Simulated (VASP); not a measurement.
Runs of VASP 6.6.1 on Si2Ni. The structure is that of space group Immm (No. 71), or close to it. The cells are those of the table. 

| cell | gap on the mesh (eV) | pressure (GPa) | largest force (eV/Å) |
| --- | --- | --- | --- |
| a = 4.062, b = 3.816, c = 3.816 Å, angles 55.6, 57.8, 57.8°, 3 atoms | none | 3.2 | 1.10 |
| a = 3.526, b = 3.818, c = 3.818 Å, angles 64.9, 62.5, 62.5°, 3 atoms | none | (a) | 1.29 |
| a = 4.027, b = 3.815, c = 3.815 Å, angles 56.3, 58.1, 58.1°, 3 atoms | none | 2.4 | 0.92 |
| a = 3.669, b = 3.814, c = 3.814 Å, angles 62.5, 61.2, 61.2°, 3 atoms | none | 1.1 | 0.58 |

Alike in all rows: task single point; level PBEsol; potentials or basis VASP PAW PBE potentials, release 64 (Si, Ni); no spin polarisation; k mesh 16 × 16 × 16; cutoff (eV) 520; smearing gaussian 0.15 eV.

Task: Fill in the values left out.

Result: (a) 4.2.

Caveats: the PAW data sets were made with another functional, which shifts forces and pressure a little; the cell stands under pressure (at least some runs).

A gap of «none» marks levels without a gap at the run's occupations.
